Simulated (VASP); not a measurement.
Here is a VASP 6.6.1 calculation.

The input INCAR:

```
SYSTEM = CdSe4
  PREC = Accurate
  ENCUT = 500
  EDIFF = 1E-6
  ISMEAR = 0
  SIGMA = 0.2
  LREAL = .FALSE.
  LASPH = .TRUE.
  NELM = 120
  ALGO = Normal
  ISIF = 2
  LWAVE = .FALSE.
  LCHARG = .FALSE.
  GGA = PE
  NBANDS = 26
  GGA_COMPAT = .FALSE.
```

Contents of KPOINTS:

```
regular mesh
0
G
  3 3 3
  0 0 0
```

Contents of POSCAR:

```
CdSe4
1.0
    5.0740939259      0.0000000000      0.0000000000
    0.0000000000      5.0740939259      0.0000000000
    0.0000000000      0.0000000000      5.0740939259
Cd Se
1 4
Direct
    0.0000000000      0.0000000000      0.0000000000
    0.3045033852      0.6954966148      0.6954966148
    0.6954966148      0.3045033852      0.6954966148
    0.6954966148      0.6954966148      0.3045033852
    0.3045033852      0.3045033852      0.3045033852
```

Potentials or basis: VASP PAW PBE potentials, release 64 (Cd, Se).

Launch:

```sh
$ cat potpaw_PBE.64/Cd/POTCAR potpaw_PBE.64/Se/POTCAR > POTCAR
$ mpirun -np 1 vasp_std > vasp.out
```

Q: Estimate the band gap on the k mesh.

A: Zero (bands 18 and 19 overlap by 0.29 eV).

Q: Predict the pressure.

A: -0.3 GPa.

Q: Predict the largest force.

A: 0.019 eV/Å.

Forces on the atoms (eV/Å):
```
Cd   0.000  0.000  0.000
Se  -0.011  0.011  0.011
Se   0.011 -0.011  0.011
Se   0.011  0.011 -0.011
Se  -0.011 -0.011 -0.011
```

Caveat: the k points lie up to 0.41 Å⁻¹ apart; semilocal functionals underestimate gaps, and a narrow one can read as zero.
